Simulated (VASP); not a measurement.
A run of VASP 6.6.1:

Contents of INCAR:

```
SYSTEM = Pt
PREC = Accurate
ENCUT = 520
EDIFF = 1E-6
ISMEAR = 0
SIGMA = 0.15
LREAL = .False.
LASPH = .True.
NELM = 80
ALGO = Normal
ISIF = 2
LWAVE = .False.
LCHARG = .True.
GGA = PS
LELF = .True.
LVHAR = .True.
NBANDS = 17
```

File KPOINTS:

```
Automatic mesh
0
Gamma
  18 18 10
  0 0 0
```

The input POSCAR:

```
Pt
1.0
    2.5344000000      0.0000000000      0.0000000000
   -1.2672000000      2.1948547833      0.0000000000
    0.0000000000      0.0000000000      4.7069219539
Pt
2
Direct
    0.6666666667      0.3333333333      0.7500000000
    0.3333333333      0.6666666667      0.2500000000
```

Potentials or basis: VASP PAW PBE potentials, release 64 (Pt).

The run is started by

```sh
$ cat potpaw_PBE.64/Pt/POTCAR > POTCAR
$ mpirun -np 1 vasp_std > vasp.out
```

Hardware: 1 thread of Intel(R) Xeon(R) 6975P-C (Granite Rapids), with other jobs on the host.

Question: How long does it take, and how much memory?

Answer: Wall time 34 s on 1 thread of Intel(R) Xeon(R) 6975P-C (Granite Rapids), on a shared host, peak memory 0.2 GiB. Counts: scf iterations 12, k points 222.
